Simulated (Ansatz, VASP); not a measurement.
**Two plane-wave programs on Hf**

INCAR

```
SYSTEM = Hf
PREC = Accurate ; ENCUT = 520
EDIFF = 1E-6 ; ISMEAR = 0
SIGMA = 0.15 ; LREAL = .FALSE.
LASPH = .TRUE. ; NELM = 60
ALGO = Fast ; ISIF = 2
LWAVE = .FALSE. ; LCHARG = .FALSE.
GGA = PS ; NBANDS = 17
```

The input KPOINTS:

```
regular mesh
0
G
  18 18 10
  0 0 0
```

Contents of POSCAR:

```
Hf
1.0
    3.1966985242      0.0000000000      0.0000000000
   -1.5983492621      2.7684221302      0.0000000000
    0.0000000000      0.0000000000      5.0578000000
Hf
2
Direct
    0.2548289360      0.6091974592      0.1610285104
    0.6666666667      0.3333333333      0.7500000000
```

Input for Ansatz:

```yaml
crystal:
  lattice:
    - [3.1966985242, 0.0, 0.0]
    - [-1.5983492621, 2.7684221302, 0.0]
    - [0.0, 0.0, 5.0578]
  atoms:
    - { symbol: Hf, position: [0.254828936, 0.6091974592, 0.1610285104] }
    - { symbol: Hf, position: [0.6666666667, 0.3333333333, 0.75] }
basis:
  ecutwfc: 420
kpoints:
  mp_grid: { grid: [18, 18, 10] }
hamiltonian:
  xc: pbesol
scf:
  occupations: { method: gaussian, width: 0.15 }
output:
  forces: true
  stress: true
  eigenvalues: true
```

Alike in both runs: task single point; functional PBEsol; k mesh 18 × 18 × 10; occupations gaussian, width 0.15 eV; no spin polarisation.

|  | VASP | Ansatz |
| --- | --- | --- |
| version | VASP 6.6.1 | Ansatz 0.2.0 |
| potentials or method | VASP PAW PBE potentials, release 64 (Hf_pv), cutoff 520 eV | scalar-relativistic, plane waves, PAW |
| valence electrons in the cell | 20 | 52 |

Ansatz gave:

- gap on the k mesh at the Fermi level (eV): none
- pressure (GPa): 4.5
- traceless stress, the component that is largest in VASP (GPa): 7.13
- rms of the force components (eV/Å): 1.936

**Question.** What did VASP give for the same quantities?

**Answer.** gap on the k mesh at the Fermi level (eV): none; pressure (GPa): 4.1; traceless stress, the component that is largest in VASP (GPa): 7.10; rms of the force components (eV/Å): 1.901.

VASP's potentials were made for PBE, not for PBEsol. Atom by atom the forces differ by 0.035 eV/Å (rms over components). A gap of «none» marks a metal or a gap that the smearing closes. VASP's potentials hold 20 valence electrons a cell and Ansatz's 52, so a difference there can come from the potentials and not from the codes.

Neither program's run includes spin-orbit coupling.
